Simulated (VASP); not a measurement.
# AlNi (Pm-3m) in VASP: notebook

The runs below take AlNi through relaxation of cell and atoms, with PBE+D3(BJ), PBEsol+D3(BJ).

Program: VASP 6.6.1. These are calculated values, not measurements. Logs are shortened: lines on timing, memory, paths and dates and some standing lists are left out, and cuts for length are marked.

## 1. The cell of the first run

The structure is cubic, space group Pm-3m (No. 221). The conventional cell has a = 2.881 Å, b = 2.881 Å, c = 2.881 Å, α = 90.00°, β = 90.00°, γ = 90.00°. Within 3.3 Å of Ni (site symmetry m-3m) lie 8 Al at 2.50 Å and 6 Ni at 2.88 Å. Within 3.3 Å of Al (site symmetry m-3m) lie 8 Ni at 2.50 Å and 6 Al at 2.88 Å.

## 2. Relaxation of cell and atoms, PBE+D3(BJ), collinear spin, ferromagnetic start

INCAR

```
SYSTEM = AlNi
  PREC = Accurate
  ENCUT = 600
  EDIFF = 1E-6
  ISMEAR = -1
  SIGMA = 0.05
  LREAL = .FALSE.
  LASPH = .TRUE.
  NELM = 150
  ALGO = Normal
  ISIF = 3
  LWAVE = .FALSE.
  LCHARG = .FALSE.
  ISPIN = 2
  MAGMOM = 1 0
  LORBIT = 11
  LMAXMIX = 4
  GGA = PE
  IVDW = 12
  IBRION = 2
  NSW = 80
  EDIFFG = -0.01
```

KPOINTS

```
regular mesh
0
G
  9 9 9
  0 0 0
```

POSCAR

```
AlNi
1.0
    2.8810000000      0.0000000000      0.0000000000
    0.0000000000      2.8810000000      0.0000000000
    0.0000000000      0.0000000000      2.8810000000
Ni Al
1 1
Direct
    0.5000000000      0.5000000000      0.5000000000
    0.0000000000      0.0000000000      0.0000000000
```

Potentials or basis: VASP PAW PBE potentials, release 64 (Ni, Al).

On the command line:

```
cat potpaw_PBE.64/Ni/POTCAR potpaw_PBE.64/Al/POTCAR > POTCAR
mpirun -np 1 vasp_std > vasp.out
```

OUTCAR:

```text
SYSTEM = AlNi
   PREC = Accurate
   ENCUT = 600
   EDIFF = 1E-6
   ISMEAR = -1
   LREAL = .FALSE.
   LASPH = .TRUE.
   NELM = 150
   ISIF = 3
   ISPIN = 2
   LORBIT = 11
   GGA = PE
   IVDW = 12
   IBRION = 2
   NSW = 80
   EDIFFG = -0.01
 IVDW          = 12

 ion  position               nearest neighbor table
   1  0.500  0.500  0.500-   2 2.50   2 2.50   2 2.50   2 2.50   2 2.50   2 2.50   2 2.50   2 2.50

   2  0.000  0.000  0.000-   1 2.50   1 2.50   1 2.50   1 2.50   1 2.50   1 2.50   1 2.50   1 2.50

  LATTYP: Found a simple cubic cell.
 ALAT       =     2.8810000000

  Lattice vectors:

 A1 = (   2.8810000000,   0.0000000000,   0.0000000000)
 A2 = (   0.0000000000,   2.8810000000,   0.0000000000)
 A3 = (   0.0000000000,   0.0000000000,   2.8810000000)

Analysis of symmetry for initial positions (statically):
=====================================================================
 Subroutine PRICEL returns:
 Original cell was already a primitive cell.

 Routine SETGRP: Setting up the symmetry group for a
 simple cubic supercell.

 Subroutine GETGRP returns: Found 48 space group operations
 (whereof 48 operations were pure point group operations)
 out of a pool of 48 trial point group operations.

The static configuration has the point symmetry O_h .

Analysis of symmetry for dynamics (positions and initial velocities):
=====================================================================
 Subroutine PRICEL returns:
 Original cell was already a primitive cell.

 Routine SETGRP: Setting up the symmetry group for a
 simple cubic supercell.

 Subroutine GETGRP returns: Found 48 space group operations
 (whereof 48 operations were pure point group operations)
 out of a pool of 48 trial point group operations.

The dynamic configuration has the point symmetry O_h .

Analysis of structural, dynamic, and magnetic symmetry:
=====================================================================
 Subroutine PRICEL returns:
 Original cell was already a primitive cell.

 Routine SETGRP: Setting up the symmetry group for a
 simple cubic supercell.

 Subroutine GETGRP returns: Found 48 space group operations
 (whereof 48 operations were pure point group operations)
 out of a pool of 48 trial point group operations.

The overall configuration has the point symmetry O_h .

 Subroutine INISYM returns: Found 48 space group operations
 (whereof 48 operations are pure point group operations),
 and found     1 'primitive' translations

----------------------------------------------------------------------------------------

                                     Primitive cell

  volume of cell :      23.9128

  direct lattice vectors                    reciprocal lattice vectors
[... 103 lines left out ...]
   EFERMI_NEDOS =   21; number of points for ismear=-14 and -15
   IALGO  =     38    algorithm
   IMIX   =      4    mixing-type and parameters
     AMIX     =   0.40;   BMIX     =  1.00
     AMIX_MAG =   1.60;   BMIX_MAG =  1.00
  volume/ion in A,a.u.               =      11.96        80.69
  Fermi-wavevector in a.u.,A,eV,Ry     =   1.336122  2.524904 24.289410  1.785221
  Thomas-Fermi vector in A             =   2.464773
   LORBIT       =     11    0 simple, 1 ext, 2 COOP (PROOUT), +10 PAW based schemes
   GGA     = PE    functional components
   LHFCALC =     F    Hartree Fock is set to
   AEXX    =    0.0000 exact exchange contribution
   IVDW    =    12    specifies the selected vdW correction
   LEPSILON=     F    determine dielectric tensor
   LRPA    =     F    only Hartree local field effects (RPA)
 conjugate gradient relaxation of ions
 spin polarized calculation
  energy-cutoff  :      600.00
  volume of cell :       23.91
 maximum number of plane-waves:       812
 NGX is ok and might be reduce to    24
   NGX = 11   NGY = 11   NGZ = 11

--------------------------------------- Ionic step        1  -------------------------------------------

 number of electron      13.0000015 magnetization      -0.0324471

 number of electron      13.0000015 magnetization       0.0002423

 Free energy of the ion-electron system (eV)
  ---------------------------------------------------
  ext. energy  EPLUGINS =         0.00000000
  ---------------------------------------------------
  free energy    TOTEN  =       -10.53565333 eV

  energy without entropy =      -10.52901664  energy(sigma->0) =      -10.53233499

------------------------ aborting loop because EDIFF is reached ----------------------------------------

 Edisp (eV)   -0.88584

 E8    (eV) :    -0.3904
[... 75 lines left out ...]
 number of electron      13.0000008 magnetization      -0.0000012

 number of electron      13.0000008 magnetization       0.0000013

 Free energy of the ion-electron system (eV)
  ---------------------------------------------------
  ext. energy  EPLUGINS =         0.00000000
  ---------------------------------------------------
  free energy    TOTEN  =       -10.51978182 eV

  energy without entropy =      -10.51342741  energy(sigma->0) =      -10.51660462

 E-fermi :  10.3787     XC(G=0): -12.1742

 val. band max:       10.3132541824   @ k =   0.3333   0.1111   0.0000
 cond. band min:      10.4311289727   @ k =   0.3333   0.1111   0.1111
 fundamental gap:      0.1178747903
 Fermi energy:        10.3787453778

 spin component 1

 k-point     1 :       0.0000    0.0000    0.0000
  band No.  band energies     occupation
      1      -0.9561      1.00000
      2       7.0092      1.00000
      3       7.0092      1.00000
      4       8.7642      1.00000
      5       8.7642      1.00000
      6       8.7642      1.00000
      7      15.9838      0.00000
      8      15.9838      0.00000
      9      15.9838      0.00000
     10      18.5786      0.00000
     11      18.5786      0.00000
[... 310 lines left out ...]
  band No.  band energies     occupation
      1       4.2224      1.00000
      2       5.8217      1.00000
      3       7.2640      1.00000
      4       7.7908      1.00000
      5       8.3738      1.00000
      6       8.5286      1.00000
      7       9.7898      0.99999
      8      13.2852      0.00000
      9      14.7760      0.00000
     10      19.5724      0.00000
     11      21.5770      0.00000

 [... further k-points ...]

 spin component 2

 k-point     1 :       0.0000    0.0000    0.0000
  band No.  band energies     occupation
      1      -0.9561      1.00000
      2       7.0092      1.00000
      3       7.0092      1.00000
      4       8.7642      1.00000
      5       8.7642      1.00000
      6       8.7642      1.00000
      7      15.9838      0.00000
      8      15.9838      0.00000
      9      15.9838      0.00000
     10      18.5786      0.00000
     11      18.5786      0.00000
[... 355 lines left out ...]
  FREE ENERGIE OF THE ION-ELECTRON SYSTEM (eV)
  ---------------------------------------------------
  free  energy   TOTEN  =       -11.4297964204 eV

  energy  without entropy=      -11.4234420092  energy(sigma->0) =      -11.42661921

 reached required accuracy - stopping structural energy minimisation

 total charge

# of ion       s       p       d       tot
------------------------------------------
    1        0.486   0.541   8.483   9.510
    2        0.387   0.425   0.000   0.811
--------------------------------------------------
tot          0.872   0.966   8.483  10.322

 magnetization (x)

# of ion       s       p       d       tot
------------------------------------------
    1       -0.000  -0.000  -0.000  -0.000
    2        0.000   0.000   0.000   0.000
--------------------------------------------------
tot         -0.000   0.000  -0.000  -0.000
```

OSZICAR:

```text
N       E                     dE             d eps       ncg     rms          rms(c)
DAV:   1     0.445816505917E+02    0.44582E+02   -0.64560E+03  1556   0.146E+03
DAV:   2    -0.102862290302E+02   -0.54868E+02   -0.51299E+02  1561   0.215E+02
DAV:   3    -0.119048367879E+02   -0.16186E+01   -0.15965E+01  1832   0.442E+01
[... 25 lines left out ...]
DAV:   2    -0.107048269323E+02   -0.84616E-01   -0.30915E+00  1790   0.294E+01    0.344E+00
DAV:   3    -0.105226513284E+02    0.18218E+00   -0.12077E+00  1772   0.184E+01    0.491E-01
DAV:   4    -0.105198654458E+02    0.27859E-02   -0.83969E-03  1736   0.120E+00    0.977E-02
DAV:   5    -0.105197739005E+02    0.91545E-04   -0.35738E-04  2370   0.188E-01    0.259E-02
DAV:   6    -0.105197808862E+02   -0.69857E-05   -0.11307E-05  1576   0.376E-02    0.679E-03
DAV:   7    -0.105197818217E+02   -0.93546E-06   -0.23161E-07   812   0.548E-03
   3 F= -.11429796E+02 E0= -.11426619E+02  d E =-.830355E-02  mag=    -0.0000
```

Run time: 35 s. Hardware: 1 thread of Intel Xeon 8259CL, shared host; peak memory 0.17 GiB.

What came out:

| Item | Value |
| --- | --- |
| Free energy | -11.4298 eV |
| Relaxed volume | 11.65 Å³/atom |
| Relaxed cell | a = 2.856 Å, b = 2.856 Å, c = 2.856 Å, α = 90.00°, β = 90.00°, γ = 90.00° |
| Space group after relaxing (to 0.1 Å) | Pm-3m (No. 221) |
| Energy gained by relaxing | 4.2 meV/atom |
| Ionic steps | 3 |
| Pressure after relaxing | 0.0 GPa |
| Net moment | 0.00 μB per cell |
| Valence electrons inside the program's atomic spheres | Ni 9.51; Al 0.81 |
| Dispersion energy per atom | -0.455 eV |

Step by step:
```csv
step,energy change (eV),largest force (eV/Å),pressure (GPa),volume (Å³)
1,0.0000,0.0000,-4.21,23.91
2,-0.0032,0.0000,3.62,22.84
3,-0.0083,0.0000,-0.01,23.30
```

Final structure:
```cif
data_structure
_symmetry_space_group_name_H-M 'P 1'
_symmetry_Int_Tables_number 1
_cell_length_a 2.8562
_cell_length_b 2.8562
_cell_length_c 2.8562
_cell_angle_alpha 90.000
_cell_angle_beta 90.000
_cell_angle_gamma 90.000
_cell_volume 23.30
loop_
_atom_site_label
_atom_site_type_symbol
_atom_site_fract_x
_atom_site_fract_y
_atom_site_fract_z
_atom_site_occupancy
Ni1 Ni 0.50000 0.50000 0.50000 1
Al1 Al 0.00000 0.00000 0.00000 1
```

Levels at points of the mesh, in eV from the Fermi level:
Spin up:
```csv
k point,band 4,band 5,band 6,band 7,band 8,band 9
"(0.00, 0.00, 0.00)",-1.61,-1.61,-1.61,5.61,5.61,5.61
```
Spin down:
```csv
k point,band 2,band 3,band 4,band 5,band 6,band 7,band 8,band 9,band 10,band 11
"(0.00, 0.00, 0.00)",-3.37,-3.37,-1.61,-1.61,-1.61,5.61,5.61,5.61,8.20,8.20
```

(Continued in part 2 of 2.)
